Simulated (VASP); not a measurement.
Input of a VASP 6.6.1 run:

File INCAR:

```
PREC = Accurate
ENCUT = 520
EDIFF = 1E-6
ISMEAR = 0
SIGMA = 0.02
LREAL = F
LASPH = T
NELM = 100
ALGO = Normal
ISIF = 2
LWAVE = F
LCHARG = F
GGA = PE
NBANDS = 11
```

Contents of KPOINTS:

```
Automatic mesh
0
Gamma
  12 12 12
```

File POSCAR:

```
BN
1.0
    0.0000000000      1.8302716282      1.8302716282
    1.8302716282      0.0000000000      1.8302716282
    1.8302716282      1.8302716282      0.0000000000
B N
1 1
Direct
    0.0000000000      0.0000000000      0.0000000000
    0.2500000000      0.2500000000      0.2500000000
```

Potentials or basis: VASP PAW PBE potentials, release 64 (B, N).

Command:

```console
$ cat potpaw_PBE.64/B/POTCAR potpaw_PBE.64/N/POTCAR > POTCAR
$ mpirun -np 1 vasp_std > vasp.out
```

(1) What does it give for the band gap on the k mesh?

(2) Predict the pressure.

Results:

(1) 4.42 eV, indirect (least direct gap 8.64 eV).

(2) -10.2 GPa.
